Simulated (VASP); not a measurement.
Wanted: the native input for a VASP 6.6.1 run.

| Property | Result |
| --- | --- |
| Task | relaxation of cell and atoms |
| Functional | PBE |
| Potentials or basis | VASP PAW PBE potentials, release 64 (Sn_d, Ge_d, O) |
| Cutoff | 600 eV |
| k mesh | 3 × 1 × 3 |
| Occupations | gaussian, width 0.15 eV |
| Spin | no spin polarisation |
| Dipole correction | no |
| Further INCAR settings | ALGO = Normal; EDIFF = 1e-06; IBRION = 2; EDIFFG = -0.08; NSW = 36; ISIF = 3 |

The structure of Sn2GeO3 lies in POSCAR:

```
Sn2GeO3
1.0
    3.8000000000      0.0000000000      0.0000000000
    0.0000000000     11.2500000000      0.0000000000
    0.0000000000      0.0000000000      4.6000000000
Sn Ge O
4 2 6
Direct
    0.0000000000      0.8333000000      0.7620000000
    0.0000000000      0.1667000000      0.7620000000
    0.5000000000      0.6667000000      0.2380000000
    0.5000000000      0.3333000000      0.2380000000
    0.0000000000      0.5000000000      0.7620000000
    0.5000000000      0.0000000000      0.2380000000
    0.0000000000      0.6667000000      0.0000000000
    0.0000000000      0.3333000000      0.0000000000
    0.0000000000      0.0000000000      0.0000000000
    0.5000000000      0.8333000000      0.0000000000
    0.5000000000      0.1667000000      0.0000000000
    0.5000000000      0.5000000000      0.0000000000
```

One way to write it, as run:

INCAR

```
PREC = Accurate
ENCUT = 600
EDIFF = 1E-6
ISMEAR = 0
SIGMA = 0.15
LREAL = False
LASPH = True
NELM = 60
ALGO = Normal
ISIF = 3
LWAVE = False
LCHARG = False
GGA = PE
IBRION = 2
NSW = 36
EDIFFG = -0.08
```

KPOINTS

```
Automatic mesh
0
Gamma
  3 1 3
```

Potentials or basis: VASP PAW PBE potentials, release 64 (Sn_d, Ge_d, O).

Run with:

```console
$ cat potpaw_PBE.64/Sn_d/POTCAR potpaw_PBE.64/Ge_d/POTCAR potpaw_PBE.64/O/POTCAR > POTCAR
$ mpirun -np 1 vasp_std > vasp.out
```

Results of the run:

```
Relaxed volume                        : 16.82 Å³/atom
Relaxed cell                          : a = 3.800 Å, b = 11.308 Å, c = 4.698 Å, α = 90.00°, β = 90.00°, γ = 90.00°
Space group after relaxing (to 0.1 Å) : Pmmn (No. 59)
Energy gained by relaxing             : 35.7 meV/atom
Ionic steps                           : 6
Pressure after relaxing               : 0.2 GPa
Largest force after relaxing          : 0.065 eV/Å
Band gap on the k mesh                : 1.50 eV (least direct gap 2.00 eV)
```

Caveat: the k points lie up to 0.56 Å⁻¹ apart in the final cell; spin-orbit coupling is left out, which moves the levels of the heavy elements; the relaxation stopped at a loose force limit of 0.08 eV/Å, so its end isn't a converged minimum.

Run time: 8.9 min on 1 thread of Oxide Virtual Turin-like Processor (shared host), peak memory 0.33 GiB.
